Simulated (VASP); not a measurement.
## Bi3Pt: relaxation of cell and atoms with PBE

Crystal: Bi3Pt.

```
Bi Pt
1.0
     4.74884    0.00000    0.00000
     0.00000    4.74884    0.00000
     0.00000    0.00000    4.74884
Bi Pt
3 1
Direct
  0.00000 0.50000 0.50000
  0.50000 0.00000 0.50000
  0.50000 0.50000 0.00000
  0.00000 0.00000 0.00000
```

The cell was generated, and may not be a known phase.

| Property | Result |
| --- | --- |
| Program | VASP 6.6.1 |
| Task | relaxation of cell and atoms |
| Functional | PBE |
| Potentials or basis | VASP PAW PBE potentials, release 64 (Bi_d, Pt) |
| Cutoff | 600 eV |
| k mesh | 10 × 10 × 10 |
| Occupations | gaussian, width 0.1 eV |
| Spin | no spin polarisation |
| Dipole correction | no |
| Further INCAR settings | ALGO = Fast; EDIFF = 1e-07; IBRION = 2; EDIFFG = -0.01; NSW = 100; ISIF = 3 |

```yaml
Relaxed_volume: 26.54 Å³/atom
Relaxed_cell: a = 4.735 Å, b = 4.735 Å, c = 4.735 Å, α = 90.00°, β = 90.00°, γ = 90.00°
Space_group_after_relaxing_to_0.1_Å: Pm-3m (No. 221)
Energy_gained_by_relaxing: 0.5 meV/atom
Ionic_steps: 3
Pressure_after_relaxing: 0.0 GPa
Band_gap_on_the_k_mesh: zero (an odd number of electrons rules out a gap without spin polarisation)
```

Step by step:
```
step  energy change (eV)  largest force (eV/Å)  pressure (GPa)  volume (Å³)
   1              0.0000                0.0000           -0.62       107.09
   2             -0.0008                0.0000            0.48       105.49
   3             -0.0018                0.0000            0.01       106.16
```

Final structure:
```
CELL_PARAMETERS angstrom
4.73503 0.00000 0.00000
0.00000 4.73503 0.00000
0.00000 0.00000 4.73503
ATOMIC_POSITIONS crystal
Bi 0.00000 0.50000 0.50000
Bi 0.50000 0.00000 0.50000
Bi 0.50000 0.50000 0.00000
Pt 0.00000 0.00000 0.00000
```

Levels at points of the mesh, in eV from the Fermi level:
```csv
k point,band 24,band 25,band 26,band 27,band 28,band 29,band 30,band 31,band 32,band 33
"(0.00, 0.00, 0.00)",-2.25,-2.12,-2.12,-1.39,0.91,0.91,0.91,2.83,2.83,2.83
"(0.50, 0.00, 0.00)",-1.97,-1.35,-1.35,-0.98,-0.98,-0.62,1.26,3.29,3.29,3.94
"(0.50, 0.50, 0.00)",-2.11,-1.86,-1.17,-1.15,-1.15,0.95,0.95,2.19,3.47,4.07
"(0.50, 0.50, 0.50)",-2.00,-2.00,-1.84,-1.84,-1.84,4.22,4.22,4.67,4.67,4.67
```

Run time: 4 min on 1 thread of Intel(R) Xeon(R) 6975P-C (Granite Rapids) (shared host), peak memory 0.4 GiB.

Caveat: spin-orbit coupling is left out, which moves the levels of the heavy elements.
